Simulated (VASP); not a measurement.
Wanted: the native input for a VASP 6.6.1 run.

- Task: single point
- Functional: LDA
- Potentials or basis: VASP PAW LDA potentials, release 64 (Sn_d, O)
- Cutoff: 520 eV
- k mesh: 6 × 6 × 8
- Occupations: gaussian, width 0.05 eV
- Spin: no spin polarisation
- Dipole correction: no
- Further INCAR settings: ALGO = Normal; EDIFF = 1e-06; NBANDS = 35

The structure of SnO2 lies in POSCAR:

```
SnO2
1.0
    4.7207174017      0.0000000000      0.0000000000
    0.0000000000      4.7207174017      0.0000000000
    0.0000000000      0.0000000000      3.1887553105
Sn O
2 4
Direct
    0.0000000000      0.0000000000      0.0000000000
    0.5000000000      0.5000000000      0.5000000000
    0.3061065496      0.3061065496      0.0000000000
    0.1938934504      0.8061065496      0.5000000000
    0.6938934504      0.6938934504      0.0000000000
    0.8061065496      0.1938934504      0.5000000000
```

One way to write it, as run:

INCAR

```
SYSTEM = SnO2
PREC = Accurate
ENCUT = 520
EDIFF = 1E-6
ISMEAR = 0
SIGMA = 0.05
LREAL = .FALSE.
LASPH = .TRUE.
NELM = 100
ALGO = Normal
ISIF = 2
LWAVE = .FALSE.
LCHARG = .FALSE.
NBANDS = 35
```

KPOINTS

```
Automatic mesh
0
G
  6 6 8
  0 0 0
```

Potentials or basis: VASP PAW LDA potentials, release 64 (Sn_d, O).

Run with:

```sh
$ cat potpaw_LDA.64/Sn_d/POTCAR potpaw_LDA.64/O/POTCAR > POTCAR
$ mpirun -np 1 vasp_std > vasp.out
```

It gave:

```yaml
Pressure: 1.4 GPa
Largest_force: 0.032 eV/Å
Band_gap_on_the_k_mesh: 1.21 eV, direct
```

Caveat: spin-orbit coupling is left out, which moves the levels of the heavy elements.

Run time: 37 s on 1 thread of Intel(R) Xeon(R) 6975P-C (Granite Rapids), on a shared host, peak memory 0.22 GiB.
